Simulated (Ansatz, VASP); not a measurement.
**Two plane-wave programs on SiC**

Contents of INCAR:

```
SYSTEM = SiC
PREC     = Accurate       ! precision mode
ENCUT    = 520            ! plane-wave cutoff, eV
EDIFF    = 1E-6           ! SCF threshold, eV
ISMEAR   = 0              ! smearing method
SIGMA    = 0.05           ! smearing width, eV
LREAL    = .False.        ! projectors in reciprocal space
LASPH    = .True.         ! aspherical terms in the spheres
NELM     = 60             ! most SCF steps
ALGO     = Normal         ! electronic algorithm
ISIF     = 2              ! what is computed and relaxed
LWAVE    = .False.        ! write WAVECAR
LCHARG   = .True.         ! write CHGCAR
GGA      = PE             ! functional
LELF     = .True.         ! ELF
LVHAR    = .True.       
NBANDS   = 36             ! bands
```

Contents of KPOINTS:

```
regular mesh
0
Gamma
  10 10 2
  0 0 0
```

Contents of POSCAR:

```
SiC
1.0
    2.1740000000     -2.1740000000      0.0000000000
    2.1740000000      0.0000000000     -2.1740000000
    8.6960000000      8.6960000000      8.6960000000
Si C
6 6
Direct
    0.6666666667      0.6666666667      0.1666666667
    0.0000000000      0.0000000000      0.0000000000
    0.3333333333      0.3333333333      0.3333333333
    0.6666666667      0.6666666667      0.6666666667
    0.0000000000      0.0000000000      0.5000000000
    0.3333333333      0.3333333333      0.8333333333
    0.6666666667      0.6666666667      0.5416666667
    1.0000000000      1.0000000000      0.3750000000
    0.3333333333      0.3333333333      0.7083333333
    0.6666666667      0.6666666667      0.0416666667
    0.0000000000      0.0000000000      0.8750000000
    0.3333333333      0.3333333333      0.2083333333
```

Input for Ansatz:

```yaml
crystal:
  lattice:
    - [2.174, -2.174, 0.0]
    - [2.174, 0.0, -2.174]
    - [8.696, 8.696, 8.696]
  atoms:
    - { symbol: Si, position: [0.6666666667, 0.6666666667, 0.1666666667] }
    - { symbol: Si, position: [0.0, 0.0, 0.0] }
    - { symbol: Si, position: [0.3333333333, 0.3333333333, 0.3333333333] }
    - { symbol: Si, position: [0.6666666667, 0.6666666667, 0.6666666667] }
    - { symbol: Si, position: [0.0, 0.0, 0.5] }
    - { symbol: Si, position: [0.3333333333, 0.3333333333, 0.8333333333] }
    - { symbol: C, position: [0.6666666667, 0.6666666667, 0.5416666667] }
    - { symbol: C, position: [1.0, 1.0, 0.375] }
    - { symbol: C, position: [0.3333333333, 0.3333333333, 0.7083333333] }
    - { symbol: C, position: [0.6666666667, 0.6666666667, 0.0416666667] }
    - { symbol: C, position: [0.0, 0.0, 0.875] }
    - { symbol: C, position: [0.3333333333, 0.3333333333, 0.2083333333] }
basis:
  ecutwfc: 420
kpoints:
  mp_grid: { grid: [10, 10, 2] }
hamiltonian:
  xc: pbe
scf:
  occupations: { method: gaussian, width: 0.05 }
output:
  forces: true
  stress: true
  eigenvalues: true
  write_density: true
  write_potential: true
  elf: true
  volumetric_format: npy
```

Alike in both runs: task single point; functional PBE; k mesh 10 × 10 × 2; occupations gaussian, width 0.05 eV; no spin polarisation.

|  | VASP | Ansatz |
| --- | --- | --- |
| version | VASP 6.6.1 | Ansatz 0.2.0 |
| potentials or method | VASP PAW PBE potentials, release 64 (Si, C), cutoff 520 eV | scalar-relativistic, plane waves, PAW |
| valence electrons in the cell | 48 | 48 |

|  | VASP | Ansatz | Ansatz less VASP |
| --- | --- | --- | --- |
| gap on the k mesh at the Fermi level (eV) | 1.35 | 1.35 | +0.003 |
| least direct gap on the mesh (eV) | 2.40 | 2.41 | +0.004 |
| pressure (GPa) | 4.8 | 4.8 | +0.06 |

With one functional, cell and mesh, what is left measures potentials, basis and numerics.
